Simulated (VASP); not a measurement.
Be4Ga2C: relaxation of cell and atoms with PBE

Crystal: Be4Ga2C.

```
Be Ga C
1.0
     3.02800   -4.10672    0.00000
     3.02800    4.10672    0.00000
    -0.29308    0.00000    3.05783
Be Ga C
4 2 1
Direct
  0.24177 0.24177 0.46426
  0.23677 0.76323 0.00000
  0.75823 0.75823 0.53574
  0.76323 0.23677 0.00000
  0.00000 0.50000 0.50000
  0.50000 0.00000 0.50000
  0.00000 0.00000 0.00000
```

```yaml
Program: VASP 6.6.1
Task: relaxation of cell and atoms
Functional: PBE
Potentials_or_basis: VASP PAW PBE potentials, release 64 (Be, Ga_d, C)
Cutoff: 600 eV
k_mesh: 4 × 4 × 6
Occupations: gaussian, width 0.1 eV
Spin: no spin polarisation
Dipole_correction: no
Further_INCAR_settings: ALGO = Normal; EDIFF = 1e-06; IBRION = 2; EDIFFG = -0.04; NSW = 90; ISIF = 3
```

```json
{
  "Relaxed volume": "14.31 Å³/atom",
  "Relaxed cell": "a = 6.538 Å, b = 6.538 Å, c = 2.804 Å, α = 90.36°, β = 90.36°, γ = 123.30°",
  "Space group after relaxing (to 0.05 Å)": "C2/m (No. 12)",
  "Energy gained by relaxing": "891.0 meV/atom",
  "Ionic steps": "35",
  "Pressure after relaxing": "0.1 GPa",
  "Largest force after relaxing": "0.032 eV/Å",
  "Band gap on the k mesh": "zero (band 19 reaches 3.93 eV, above the bottom of band 20 at 3.60 eV)"
}
```

Forces on the atoms (eV/Å):
```
Be   0.024  0.000 -0.020
Be   0.000 -0.013  0.000
Be  -0.024  0.000  0.020
Be   0.000  0.013  0.000
Ga   0.000  0.000  0.000
Ga   0.000  0.000  0.000
C    0.000  0.000  0.000
```

Stress tensor (GPa, compression positive):
```
-0.25  0.00  0.08
 0.00  0.05  0.00
 0.08  0.00  0.41
```

The path:
| step | energy change (eV) | largest force (eV/Å) | pressure (GPa) | volume (Å³) |
| --- | --- | --- | --- | --- |
| 1 | 0.0000 | 1.8964 | 21.45 | 76.05 |
| 2 | -1.7301 | 2.2889 | -1.13 | 93.15 |
| 3 | -1.8752 | 2.3719 | -6.37 | 100.93 |
| 4 | -3.2442 | 2.1301 | -6.82 | 102.62 |
| 5 | -2.1234 | 7.3859 | 7.04 | 107.37 |
| 6 | -4.1087 | 1.5610 | -5.90 | 103.99 |
| 7 | -4.3061 | 1.0268 | -3.22 | 105.31 |
| 8 | -4.3347 | 0.8538 | -4.27 | 104.91 |
| 9 | -4.7883 | 1.5008 | 3.85 | 96.94 |
| 10 | -4.7896 | 1.5791 | 4.25 | 96.66 |
| 11 | -5.2022 | 1.5113 | 4.38 | 96.05 |
| 12 | -5.4446 | 1.3607 | 8.17 | 92.21 |
| 13 | -5.5915 | 1.5108 | 6.30 | 93.80 |
| 14 | -5.9314 | 1.3995 | 0.59 | 99.59 |
| 15 | -5.9578 | 1.4893 | -1.71 | 103.22 |
| 16 | -5.9630 | 1.4617 | -1.10 | 102.15 |
| 17 | -6.1441 | 0.3402 | -0.15 | 103.24 |
| 18 | -6.1485 | 0.2903 | 0.09 | 103.43 |
| 19 | -6.1757 | 0.1579 | -0.09 | 103.56 |
| 20 | -6.1790 | 0.2862 | -0.16 | 103.63 |
| 21 | -6.1890 | 0.2208 | -0.40 | 103.43 |
| 22 | -6.2094 | 0.1702 | -0.73 | 102.81 |
| 23 | -6.2102 | 0.5064 | -1.10 | 101.45 |
| 24 | -6.2169 | 0.2854 | -0.98 | 102.22 |
| 25 | -6.2236 | 0.1846 | -0.50 | 101.59 |
| 26 | -6.2286 | 0.0822 | 0.19 | 100.65 |
| 27 | -6.2288 | 0.0739 | 0.38 | 100.43 |
| 28 | -6.2301 | 0.0665 | 0.25 | 100.54 |
| 29 | -6.2322 | 0.0872 | -0.01 | 100.88 |
| 30 | -6.2323 | 0.1066 | -0.11 | 101.00 |
| 31 | -6.2337 | 0.0547 | -0.23 | 100.99 |
| 32 | -6.2348 | 0.0520 | -0.41 | 100.98 |
| 33 | -6.2359 | 0.0278 | -0.15 | 100.63 |
| 34 | -6.2363 | 0.0348 | 0.11 | 100.24 |
| 35 | -6.2372 | 0.0315 | 0.07 | 100.17 |

Final structure:
```
CELL_PARAMETERS angstrom
3.10204 -5.75383 0.11987
3.10204 5.75383 0.11987
-0.14498 0.00000 2.80059
ATOMIC_POSITIONS crystal
Be 0.16321 0.16321 0.50477
Be 0.14738 0.85262 0.00000
Be 0.83679 0.83679 0.49523
Be 0.85262 0.14738 0.00000
Ga 0.00000 0.50000 0.50000
Ga 0.50000 0.00000 0.50000
C 0.00000 0.00000 0.00000
```

Levels at points of the mesh, in eV from the Fermi level:
```tsv
k point	band 17	band 18	band 19	band 20	band 21	band 22
(0.00, 0.00, 0.00)	-2.18	-1.06	-0.52	0.76	2.94	3.35
(0.50, 0.00, 0.00)	-2.18	-0.74	-0.61	-0.02	2.01	2.36
(0.50, 0.50, 0.00)	-3.03	-2.42	-2.17	1.94	3.71	3.73
(0.00, 0.00, 0.50)	-3.80	-2.06	-1.94	0.82	0.85	1.64
(0.50, 0.00, 0.50)	-3.26	-2.46	-1.15	0.57	2.33	2.54
(0.50, 0.50, 0.50)	-2.09	-1.71	-1.21	0.36	1.24	1.42
```

Wall time 33 min on 1 thread of Intel(R) Xeon(R) Platinum 8259CL CPU @ 2.50GHz (Skylake/Cascade Lake), with other jobs on the host, peak memory 0.27 GiB.

Caveat: the volume moved by over 15 % at a fixed basis, so the end points are rough.
